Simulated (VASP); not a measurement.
# Al2Ru (Fd-3m) in VASP: further runs

Runs on Al2Ru. Level: r2SCAN. Tasks: single point.

All numbers are computed with VASP 6.6.1; they aren't measurements. Logs are shortened: lines on timing, memory, paths and dates and some standing lists are left out, and cuts for length are marked.

## 1. The cell of the first run

It takes space group Fd-3m (No. 227, cubic). The conventional cell has a = 6.921 Å, b = 6.921 Å, c = 6.921 Å, α = 90.00°, β = 90.00°, γ = 90.00°. Al (site symmetry -3m) has 6 Al at 2.45 Å and 6 Ru at 2.87 Å within 3.2 Å. Within 3.8 Å of Ru (site symmetry -43m) lie 12 Al at 2.87 Å and 4 Ru at 3.00 Å.

## 2. Single point, r2SCAN

POSCAR reads:

```
Al2Ru
1.0
    0.0000000000      3.4605099294      3.4605099294
    3.4605099294      0.0000000000      3.4605099294
    3.4605099294      3.4605099294      0.0000000000
Al Ru
4 2
Direct
    0.6250000000      0.6250000000      0.6250000000
    0.1250000000      0.6250000000      0.6250000000
    0.6250000000      0.6250000000      0.1250000000
    0.6250000000      0.1250000000      0.6250000000
    0.0000000000      0.0000000000      0.0000000000
    0.2500000000      0.2500000000      0.2500000000
```

INCAR.step1 reads:

```
SYSTEM = Al2Ru
  PREC = Accurate
  ENCUT = 520
  ISMEAR = 0
  SIGMA = 0.1
  LREAL = .False.
  LASPH = .True.
  NELM = 80
  NBANDS = 29
  GGA = PE
  ALGO = Normal
  EDIFF = 1E-4
  LWAVE = .True.
  LCHARG = .False.
```

INCAR.step2 reads:

```
SYSTEM = Al2Ru
  PREC = Accurate
  ENCUT = 520
  EDIFF = 1E-6
  ISMEAR = 0
  SIGMA = 0.1
  LREAL = .False.
  LASPH = .True.
  NELM = 80
  ALGO = Normal
  ISIF = 2
  LWAVE = .False.
  LCHARG = .True.
  METAGGA = R2SCAN
  LMIXTAU = .True.
  LELF = .True.
  LVHAR = .True.
  NBANDS = 29
  ISTART = 1
```

KPOINTS reads:

```
regular mesh
0
Gamma
  4 4 4
  0 0 0
```

Potentials or basis: VASP PAW PBE potentials, release 64 (Al, Ru_pv).

Command:

```sh
$ cat potpaw_PBE.64/Al/POTCAR potpaw_PBE.64/Ru_pv/POTCAR > POTCAR
$ cp INCAR.step1 INCAR
$ mpirun -np 1 vasp_std > vasp.out
$ cp INCAR.step2 INCAR
$ mpirun -np 1 vasp_std > vasp.out
```

OUTCAR:

```text
SYSTEM = Al2Ru
   PREC = Accurate
   ENCUT = 520
   EDIFF = 1E-6
   ISMEAR = 0
   LREAL = .False.
   LASPH = .True.
   NELM = 80
   ISIF = 2
   METAGGA = R2SCAN
   ISTART = 1

 ion  position               nearest neighbor table
   1  0.625  0.625  0.625-   2 2.45   3 2.45   4 2.45   3 2.45   4 2.45   2 2.45   6 2.87   5 2.87
                             6 2.87   5 2.87   6 2.87   5 2.87
   2  0.125  0.625  0.625-   1 2.45   3 2.45   4 2.45   1 2.45   3 2.45   4 2.45   5 2.87   6 2.87
                             5 2.87   5 2.87   6 2.87   6 2.87
   3  0.625  0.625  0.125-   1 2.45   1 2.45   2 2.45   4 2.45   4 2.45   2 2.45   6 2.87   5 2.87
                             6 2.87   5 2.87   6 2.87   5 2.87
   4  0.625  0.125  0.625-   1 2.45   3 2.45   1 2.45   2 2.45   3 2.45   2 2.45   5 2.87   6 2.87
                             5 2.87   6 2.87   6 2.87   5 2.87
   5  0.000  0.000  0.000-   1 2.87   3 2.87   4 2.87   1 2.87   2 2.87   3 2.87   1 2.87   2 2.87
                             4 2.87   2 2.87   3 2.87   4 2.87   6 3.00   6 3.00   6 3.00   6 3.00
   6  0.250  0.250  0.250-   2 2.87   3 2.87   4 2.87   1 2.87   2 2.87   4 2.87   1 2.87   2 2.87
                             3 2.87   1 2.87   3 2.87   4 2.87   5 3.00   5 3.00   5 3.00   5 3.00

  LATTYP: Found a face centered cubic cell.
 ALAT       =     6.9210198588

  Lattice vectors:

 A1 = (   0.0000000000,   3.4605099294,   3.4605099294)
 A2 = (   3.4605099294,   0.0000000000,   3.4605099294)
 A3 = (   3.4605099294,   3.4605099294,   0.0000000000)

Analysis of symmetry for initial positions (statically):
=====================================================================
 Subroutine PRICEL returns:
 Original cell was already a primitive cell.

 Routine SETGRP: Setting up the symmetry group for a
 face centered cubic supercell.

 Subroutine GETGRP returns: Found 48 space group operations
 (whereof 24 operations were pure point group operations)
 out of a pool of 48 trial point group operations.

The static configuration has the point symmetry T_d .
 The point group associated with its full space group is O_h .

Analysis of symmetry for dynamics (positions and initial velocities):
=====================================================================
 Subroutine PRICEL returns:
 Original cell was already a primitive cell.

 Routine SETGRP: Setting up the symmetry group for a
 face centered cubic supercell.

 Subroutine GETGRP returns: Found 48 space group operations
 (whereof 24 operations were pure point group operations)
 out of a pool of 48 trial point group operations.

The dynamic configuration has the point symmetry T_d .
 The point group associated with its full space group is O_h .

 Subroutine INISYM returns: Found 48 space group operations
[... 95 lines left out ...]
   ISYM   =      2    0-nonsym 1-usesym 2-fastsym
   POTIM  = 0.5000    time-step for ionic-motion
   TEBEG  =    0.0;   TEEND  =   0.0 temperature during run
   PSTRESS=    0.0 pullay stress
   NELECT =      40.0000    total number of electrons
   NUPDOWN=      -1.0000    fix difference up-down
   EMIN   =  10.00;   EMAX   =-10.00  energy-range for DOS
   EFERMI =   0.00;   METHOD = LEGACY
   ISMEAR =     0;   SIGMA  =   0.10  broadening in eV -4-tet -1-fermi 0-gaus
   EFERMI_NEDOS =   21; number of points for ismear=-14 and -15
   IALGO  =     38    algorithm
   IMIX   =      4    mixing-type and parameters
     AMIX     =   0.40;   BMIX     =  1.00
     AMIX_MAG =   1.60;   BMIX_MAG =  1.00
  volume/ion in A,a.u.               =      13.81        93.22
  Fermi-wavevector in a.u.,A,eV,Ry     =   1.284137  2.426667 22.436117  1.649008
  Thomas-Fermi vector in A             =   2.416349
   LORBIT       =      0    0 simple, 1 ext, 2 COOP (PROOUT), +10 PAW based schemes
   METAGGA = R2SCAN    functional components
   LHFCALC =     F    Hartree Fock is set to
   AEXX    =    0.0000 exact exchange contribution
   IVDW    =     0    specifies the selected vdW correction
   LEPSILON=     F    determine dielectric tensor
   LRPA    =     F    only Hartree local field effects (RPA)
 non-spin polarized calculation
 Gauss-broadening in eV      SIGMA  =   0.10
  energy-cutoff  :      520.00
  volume of cell :       82.88
 maximum number of plane-waves:      2252
   NGX = 19   NGY = 19   NGZ = 19

 number of electron      39.9999990 magnetization

 Free energy of the ion-electron system (eV)
  ---------------------------------------------------
  ext. energy  EPLUGINS =         0.00000000
  ---------------------------------------------------
  free energy    TOTEN  =       -78.01437539 eV

  energy without entropy =      -77.97732192  energy(sigma->0) =      -77.99584865

 E-fermi :  10.4770     XC(G=0): -12.8097

 val. band max:       10.4362295957   @ k =   0.2500   0.2500   0.0000
 cond. band min:      10.5312116105   @ k =   0.5000   0.2500   0.0000
 fundamental gap:      0.0949820148
 Fermi energy:        10.4769864617

 k-point     1 :       0.0000    0.0000    0.0000
  band No.  band energies     occupation
      1     -33.2691      2.00000
      2     -33.2690      2.00000
      3     -33.2690      2.00000
      4     -33.1634      2.00000
      5     -33.1634      2.00000
      6     -33.1634      2.00000
[... 245 lines left out ...]
     28      15.8182      0.00000
     29      18.4697      0.00000

------------------------ aborting loop because EDIFF is reached ----------------------------------------

  FORCE on cell =-STRESS in cart. coord.  units (eV):
  Direction    XX          YY          ZZ          XY          YZ          ZX
  --------------------------------------------------------------------------------------
  -------------------------------------------------------------------------------------
  Total        0.8684789      0.8684789      0.8684789     -0.0000000      0.0000000      0.0000000
  in kB       16.7887954     16.7887954     16.7887954     -0.0000000      0.0000000      0.0000000
  external PRESSURE =      16.7887954 kB  Pullay stress =       0.0000000 kB

 VOLUME and BASIS-vectors are now :
 -----------------------------------------------------------------------------
  energy-cutoff  :      520.00
  volume of cell :       82.88
      direct lattice vectors                 reciprocal lattice vectors
     0.000000000  3.460509929  3.460509929    -0.144487376  0.144487376  0.144487376
     3.460509929  0.000000000  3.460509929     0.144487376 -0.144487376  0.144487376
     3.460509929  3.460509929  0.000000000     0.144487376  0.144487376 -0.144487376

 POSITION                                       TOTAL-FORCE (eV/Angst)
 -----------------------------------------------------------------------------------
      4.32564      4.32564      4.32564        -0.000000     -0.000000      0.000000
      4.32564      2.59538      2.59538        -0.000000     -0.000000      0.000000
      2.59538      2.59538      4.32564        -0.000000     -0.000000      0.000000
      2.59538      4.32564      2.59538        -0.000000     -0.000000      0.000000
      0.00000      0.00000      0.00000         0.000000      0.000000      0.000000
      1.73025      1.73025      1.73025        -0.000000     -0.000000     -0.000000
 -----------------------------------------------------------------------------------
    total drift:                                0.000000     -0.000000     -0.000000

  FREE ENERGIE OF THE ION-ELECTRON SYSTEM (eV)
  ---------------------------------------------------
  free  energy   TOTEN  =       -78.0143753930 eV

  energy  without entropy=      -77.9773219153  energy(sigma->0) =      -77.99584865
```

Wall time 98 s (1 thread of Intel Xeon Platinum 8488C (Sapphire Rapids), shared host); peak memory 0.22 GiB.

Results:

| Quantity | Value |
| --- | --- |
| Free energy | -78.0144 eV |
| Pressure | 1.7 GPa |
| Band gap on the k mesh | zero (band 20 reaches 11.77 eV, above the bottom of band 21 at 10.42 eV) |

Caveat: the k points lie up to 0.39 Å⁻¹ apart; the PAW data sets were made with another functional, which shifts forces and pressure a little.

## 3. Single point, r2SCAN

This run uses another cell than the first one, of 13.97 Å³/atom, 1.011 times its volume.

Changes to POSCAR since step 2:

```diff
@@ -2,5 +2,5 @@
 1.0
-    0.0000000000      3.4605099294      3.4605099294
-    3.4605099294      0.0000000000      3.4605099294
-    3.4605099294      3.4605099294      0.0000000000
+    0.0000000000      3.4733178003      3.4733178003
+    3.4733178003      0.0000000000      3.4733178003
+    3.4733178003      3.4733178003      0.0000000000
 Al Ru
```

INCAR.step1 reads:

```
SYSTEM = Al2Ru
PREC = Accurate
ENCUT = 520
ISMEAR = 0
SIGMA = 0.1
LREAL = .FALSE.
LASPH = .TRUE.
NELM = 80
NBANDS = 29
GGA = PE
ALGO = Normal
EDIFF = 1E-4
LWAVE = .TRUE.
LCHARG = .FALSE.
```

INCAR.step2 reads:

```
SYSTEM = Al2Ru
PREC = Accurate
ENCUT = 520
EDIFF = 1E-6
ISMEAR = 0
SIGMA = 0.1
LREAL = .FALSE.
LASPH = .TRUE.
NELM = 80
ALGO = Normal
ISIF = 2
LWAVE = .FALSE.
LCHARG = .FALSE.
METAGGA = R2SCAN
LMIXTAU = .TRUE.
NBANDS = 29
ISTART = 1
```

KPOINTS reads:

```
regular mesh
0
G
  10 10 10
  0 0 0
```

Potentials or basis: VASP PAW PBE potentials, release 64 (Al, Ru_pv).

Command:

```sh
$ cat potpaw_PBE.64/Al/POTCAR potpaw_PBE.64/Ru_pv/POTCAR > POTCAR
$ cp INCAR.step1 INCAR
$ mpirun -np 1 vasp_std > vasp.out
$ cp INCAR.step2 INCAR
$ mpirun -np 1 vasp_std > vasp.out
```

Wall time 5.6 min (1 thread of AMD EPYC 9R45 (Zen 5), shared host); peak memory 0.28 GiB.

It converged, with:

| Item | Value |
| --- | --- |
| Free energy | -78.0436 eV |
| Pressure | -0.2 GPa |
| Band gap on the k mesh | zero (band 20 reaches 11.67 eV, above the bottom of band 21 at 10.20 eV) |

Levels at points of the mesh, in eV from the Fermi level:
```tsv
k point	band 18	band 19	band 20	band 21	band 22	band 23
(0.00, 0.00, 0.00)	-0.46	-0.46	1.28	1.28	1.28	2.36
(0.50, 0.00, 0.00)	-1.15	-0.25	0.21	0.21	1.52	2.15
(0.50, 0.50, 0.00)	-1.64	-1.24	-1.24	0.14	0.14	3.94
```

Caveat: the PAW data sets were made with another functional, which shifts forces and pressure a little.
